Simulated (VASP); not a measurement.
Runs of VASP 6.6.1 on C. The structure is that of space group Fd-3m (No. 227), or close to it. The cells are those of the table. 

| cell | k mesh | cutoff (eV) | smearing | gap on the mesh (eV) | pressure (GPa) |
| --- | --- | --- | --- | --- | --- |
| a = 2.481 Å, angles 60.0°, 2 atoms | 12 × 12 × 12 | 520 | gaussian 0.01 eV | 4.25 | 11.5 |
| a = 2.497 Å, angles 60.0°, 2 atoms | 12 × 12 × 12 | 600 | gaussian 0.02 eV | 4.20 | 0.8 |
| a = 2.498 Å, angles 60.0°, 2 atoms | 10 × 10 × 10 | 600 | gaussian 0.1 eV | 4.20 | 0.7 |
| a = 2.443 Å, angles 60.0°, 2 atoms | 12 × 12 × 12 | 600 | tetrahedron | (b) | (a) |

Alike in all rows: level LDA; potentials or basis VASP PAW LDA potentials, release 64 (C); no spin polarisation.

Q: Fill in the values left out.

A: (a) 36.1; (b) 4.37.

Caveats: the cell stands under pressure (at least some runs).

A k mesh can miss the band edges.
